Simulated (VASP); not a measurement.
# RbBr (Fm-3m) in VASP: single point with PBEsol

Aim: the single point of RbBr with PBEsol.

Program: VASP 6.6.1. These are calculated values, not measurements. Logs are shortened: lines on timing, memory, paths and dates and some standing lists are left out, and cuts for length are marked.

## 1. The cell of the first run

The structure is cubic, space group Fm-3m (No. 225). Conventional cell: a = 6.854 Å, b = 6.854 Å, c = 6.854 Å, α = 90.00°, β = 90.00°, γ = 90.00°. Rb (site symmetry m-3m) has 6 Br at 3.43 Å within 4.5 Å. Br (site symmetry m-3m) has 6 Rb at 3.43 Å within 4.5 Å.

## 2. Single point, PBEsol

File INCAR:

```
PREC = Accurate
ENCUT = 500
EDIFF = 1E-6
ISMEAR = 0
SIGMA = 0.01
LREAL = False
LASPH = True
NELM = 120
ALGO = Normal
ISIF = 2
LWAVE = False
LCHARG = False
GGA = PS
NBANDS = 15
GGA_COMPAT = False
```

File KPOINTS:

```
Automatic mesh
0
Gamma
  3 3 3
```

File POSCAR:

```
RbBr
1.0
    4.8465100000      0.0000000000      0.0000000000
    2.4232550000      4.1972007797      0.0000000000
    2.4232550000      1.3990669266      3.9571588444
Rb Br
1 1
Direct
    0.0000000000      0.0000000000      0.0000000000
    0.5000000000      0.5000000000      0.5000000000
```

Potentials or basis: VASP PAW PBE potentials, release 64 (Rb_sv, Br).

Command:

```sh
cat potpaw_PBE.64/Rb_sv/POTCAR potpaw_PBE.64/Br/POTCAR > POTCAR
mpirun -np 1 vasp_std > vasp.out
```

OUTCAR:

```text
PREC = Accurate
   ENCUT = 500
   EDIFF = 1E-6
   ISMEAR = 0
   LREAL = False
   LASPH = True
   NELM = 120
   ISIF = 2
   GGA = PS

 ion  position               nearest neighbor table
   1  0.000  0.000  0.000-   2 3.43   2 3.43   2 3.43   2 3.43   2 3.43   2 3.43
   2  0.500  0.500  0.500-   1 3.43   1 3.43   1 3.43   1 3.43   1 3.43   1 3.43

  LATTYP: Found a face centered cubic cell.
 ALAT       =     6.8540001722

  Lattice vectors:

 A1 = (   4.8465100000,   0.0000000000,   0.0000000000)
 A2 = (   2.4232550000,   4.1972007797,   0.0000000000)
 A3 = (   2.4232550000,   1.3990669266,   3.9571588444)

Analysis of symmetry for initial positions (statically):
=====================================================================
 Subroutine PRICEL returns:
 Original cell was already a primitive cell.

 Routine SETGRP: Setting up the symmetry group for a
 face centered cubic supercell.

 Subroutine GETGRP returns: Found 48 space group operations
 (whereof 48 operations were pure point group operations)
 out of a pool of 48 trial point group operations.

The static configuration has the point symmetry O_h .

Analysis of symmetry for dynamics (positions and initial velocities):
=====================================================================
 Subroutine PRICEL returns:
 Original cell was already a primitive cell.

 Routine SETGRP: Setting up the symmetry group for a
 face centered cubic supercell.

 Subroutine GETGRP returns: Found 48 space group operations
 (whereof 48 operations were pure point group operations)
 out of a pool of 48 trial point group operations.

The dynamic configuration has the point symmetry O_h .

 Subroutine INISYM returns: Found 48 space group operations
 (whereof 48 operations are pure point group operations),
 and found     1 'primitive' translations

----------------------------------------------------------------------------------------

                                     Primitive cell

  volume of cell :      80.4956

  direct lattice vectors                    reciprocal lattice vectors
     4.846510000  0.000000000  0.000000000     0.206334042 -0.119127015 -0.084235520
     2.423255000  4.197200780  0.000000000     0.000000000  0.238254030 -0.084235520
     2.423255000  1.399066927  3.957158844     0.000000000  0.000000000  0.252706560

  length of vectors
     4.846510000  4.846510000  4.846510000     0.252706560  0.252706560  0.252706560

  position of ions in fractional coordinates (direct lattice)
     0.000000000  0.000000000  0.000000000
     0.500000000  0.500000000  0.500000000

  ion indices of the primitive-cell ions
   primitive index   ion index
                 1           1
                 2           2

----------------------------------------------------------------------------------------

 KPOINTS: Automatic mesh

Automatic generation of k-mesh.
 Grid dimensions read from file:
 generate k-points for:    3    3    3

 Generating k-lattice:

  Cartesian coordinates                     Fractional coordinates (reciprocal lattice)
     0.068778014 -0.039709005 -0.028078507     0.333333333 -0.000000000 -0.000000000
     0.000000000  0.079418010 -0.028078507     0.000000000  0.333333333  0.000000000
     0.000000000  0.000000000  0.084235520     0.000000000  0.000000000  0.333333333

  Length of vectors
     0.084235520  0.084235520  0.084235520

  Shift w.r.t. Gamma in fractional coordinates (k-lattice)
     0.000000000  0.000000000  0.000000000

 Subroutine IBZKPT returns following result:
 ===========================================

 Found      4 irreducible k-points:

 Following reciprocal coordinates:
            Coordinates               Weight
  0.000000  0.000000  0.000000      1.000000
  0.333333 -0.000000 -0.000000      8.000000
  0.333333  0.333333 -0.000000      6.000000
 -0.333333  0.333333  0.000000     12.000000
   k-points           NKPTS =      4   k-points in BZ     NKDIM =      4   number of bands    NBANDS=     15
   number of dos      NEDOS =    301   number of ions     NIONS =      2
   total plane-waves  NPLWV =  46656
   dimension x,y,z NGX =    36 NGY =   36 NGZ =   36
   dimension x,y,z NGXF=    72 NGYF=   72 NGZF=   72
   ions per type =               1   1
   NGX,Y,Z   is equivalent  to a cutoff of  12.35, 12.35, 12.35 a.u.
   NGXF,Y,Z  is equivalent  to a cutoff of  24.70, 24.70, 24.70 a.u.
 SYSTEM =  unknown system
   PREC   = accura    normal or accurate (medium, high low for compatibility)
   ISTART =      0    job   : 0-new  1-cont  2-samecut
   ICHARG =      2    charge: 1-file 2-atom 10-const
   ISPIN  =      1    spin polarized calculation?
   LNONCOLLINEAR =      F non collinear calculations
   LSORBIT =      F    spin-orbit coupling
   LASPH  =      T    aspherical Exc in radial PAW
   ENCUT  =  500.0 eV  36.75 Ry    6.06 a.u.   8.84  8.84  8.84*2*pi/ulx,y,z
   NELM   =    120;   NELMIN=  2; NELMDL= -5     # of ELM steps
   EDIFF  = 0.1E-05   stopping-criterion for ELM
   LREAL  =      F    real-space projection
   EDIFFG = 0.1E-04   stopping-criterion for IOM
   NSW    =      0    number of steps for IOM
   IBRION =     -1    ionic relax: 0-MD 1-quasi-New 2-CG
   NFREE  =      0    steps in history (QN), initial steepest desc. (CG)
   ISIF   =      2    stress and relaxation
   ISYM   =      2    0-nonsym 1-usesym 2-fastsym
   POTIM  = 0.5000    time-step for ionic-motion
   TEBEG  =    0.0;   TEEND  =   0.0 temperature during run
   PSTRESS=    0.0 pullay stress
   NELECT =      16.0000    total number of electrons
   NUPDOWN=      -1.0000    fix difference up-down
   EMIN   =  10.00;   EMAX   =-10.00  energy-range for DOS
   EFERMI =   0.00;   METHOD = LEGACY
   ISMEAR =     0;   SIGMA  =   0.01  broadening in eV -4-tet -1-fermi 0-gaus
   EFERMI_NEDOS =   21; number of points for ismear=-14 and -15
   IALGO  =     38    algorithm
   IMIX   =      4    mixing-type and parameters
     AMIX     =   0.40;   BMIX     =  1.00
     AMIX_MAG =   1.60;   BMIX_MAG =  1.00
  volume/ion in A,a.u.               =      40.25       271.61
  Fermi-wavevector in a.u.,A,eV,Ry     =   0.955412  1.805467 12.419564  0.912812
  Thomas-Fermi vector in A             =   2.084247
   LORBIT       =      0    0 simple, 1 ext, 2 COOP (PROOUT), +10 PAW based schemes
   GGA     = PS    functional components
   LHFCALC =     F    Hartree Fock is set to
   AEXX    =    0.0000 exact exchange contribution
   IVDW    =     0    specifies the selected vdW correction
   LEPSILON=     F    determine dielectric tensor
   LRPA    =     F    only Hartree local field effects (RPA)
 non-spin polarized calculation
 Gauss-broadening in eV      SIGMA  =   0.01
  energy-cutoff  :      500.00
  volume of cell :       80.50
 maximum number of plane-waves:      2085
   NGX = 17   NGY = 17   NGZ = 17

 number of electron      15.9999999 magnetization

 Free energy of the ion-electron system (eV)
  ---------------------------------------------------
  ext. energy  EPLUGINS =         0.00000000
  ---------------------------------------------------
  free energy    TOTEN  =        -6.35187996 eV

  energy without entropy =       -6.35187996  energy(sigma->0) =       -6.35187996

 E-fermi :  -1.7819     XC(G=0):  -7.4032

 val. band max:       -1.8407853574   @ k =   0.0000   0.0000   0.0000
 cond. band min:       2.3692852917   @ k =   0.0000   0.0000   0.0000
 fundamental gap:      4.2100706490
 Fermi energy:        -1.7819263462

 k-point     1 :       0.0000    0.0000    0.0000
  band No.  band energies     occupation
      1     -26.2017      2.00000
      2     -14.0328      2.00000
      3     -10.2891      2.00000
      4     -10.2891      2.00000
      5     -10.2891      2.00000
      6      -1.8408      2.00000
      7      -1.8408      2.00000
      8      -1.8408      2.00000
      9       2.3693      0.00000
     10       5.3566      0.00000
     11       5.3566      0.00000
     12       5.3566      0.00000
     13       6.2470      0.00000
     14       6.2470      0.00000
     15       8.9641      0.00000

 k-point     2 :       0.3333   -0.0000   -0.0000
  band No.  band energies     occupation
      1     -26.1944      2.00000
      2     -14.0644      2.00000
      3     -10.2950      2.00000
      4     -10.2950      2.00000
      5     -10.2546      2.00000
      6      -2.6513      2.00000
      7      -2.1201      2.00000
      8      -2.1201      2.00000
      9       4.2691      0.00000
     10       5.3571      0.00000
     11       6.6079      0.00000
     12       6.6079      0.00000
     13       7.6779      0.00000
     14       7.6779      0.00000
     15       9.6789      0.00000

 k-point     3 :       0.3333    0.3333   -0.0000
  band No.  band energies     occupation
      1     -26.1923      2.00000
      2     -14.0138      2.00000
      3     -10.3602      2.00000
      4     -10.3447      2.00000
      5     -10.3447      2.00000
      6      -2.4762      2.00000
      7      -1.9773      2.00000
      8      -1.9773      2.00000
      9       3.9466      0.00000
     10       4.3714      0.00000
     11       6.9779      0.00000
     12       7.7214      0.00000
     13       7.8185      0.00000
     14       7.8185      0.00000
     15       8.8347      0.00000

 k-point     4 :      -0.3333    0.3333    0.0000
  band No.  band energies     occupation
      1     -26.1898      2.00000
      2     -14.0236      2.00000
      3     -10.4230      2.00000
      4     -10.3236      2.00000
      5     -10.2975      2.00000
      6      -2.5010      2.00000
      7      -2.2176      2.00000
      8      -2.1603      2.00000
      9       4.8028      0.00000
     10       5.7971      0.00000
     11       6.5583      0.00000
     12       6.8867      0.00000
     13       7.6686      0.00000
     14       8.6266      0.00000
     15       9.6665      0.00000

------------------------ aborting loop because EDIFF is reached ----------------------------------------

  FORCE on cell =-STRESS in cart. coord.  units (eV):
  Direction    XX          YY          ZZ          XY          YZ          ZX
  --------------------------------------------------------------------------------------
  -------------------------------------------------------------------------------------
  Total        0.0007128      0.0007128      0.0007128     -0.0000000      0.0000000      0.0000000
  in kB        0.0141881      0.0141881      0.0141881     -0.0000000      0.0000000      0.0000000
  external PRESSURE =       0.0141881 kB  Pullay stress =       0.0000000 kB

 VOLUME and BASIS-vectors are now :
 -----------------------------------------------------------------------------
  energy-cutoff  :      500.00
  volume of cell :       80.50
      direct lattice vectors                 reciprocal lattice vectors
     4.846510000  0.000000000  0.000000000     0.206334042 -0.119127015 -0.084235520
     2.423255000  4.197200780  0.000000000     0.000000000  0.238254030 -0.084235520
     2.423255000  1.399066927  3.957158844     0.000000000  0.000000000  0.252706560

 POSITION                                       TOTAL-FORCE (eV/Angst)
 -----------------------------------------------------------------------------------
      0.00000      0.00000      0.00000        -0.000000     -0.000000      0.000000
      4.84651      2.79813      1.97858         0.000000      0.000000      0.000000
 -----------------------------------------------------------------------------------
    total drift:                                0.000000      0.000000      0.000000

  FREE ENERGIE OF THE ION-ELECTRON SYSTEM (eV)
  ---------------------------------------------------
  free  energy   TOTEN  =        -6.3518799555 eV

  energy  without entropy=       -6.3518799555  energy(sigma->0) =       -6.35187996
```

Wall time 16 s (1 thread of Intel Xeon 8259CL, shared host); peak memory 0.19 GiB.

Results:

```yaml
Free_energy: -6.3519 eV
Pressure: 0.0 GPa
Band_gap_on_the_k_mesh: 4.21 eV, direct
```

Caveat: the k points lie up to 0.53 Å⁻¹ apart; the PAW data sets were made with another functional, which shifts forces and pressure a little. Expect the measured gap to be larger: semilocal functionals such as PBEsol lack the derivative discontinuity.
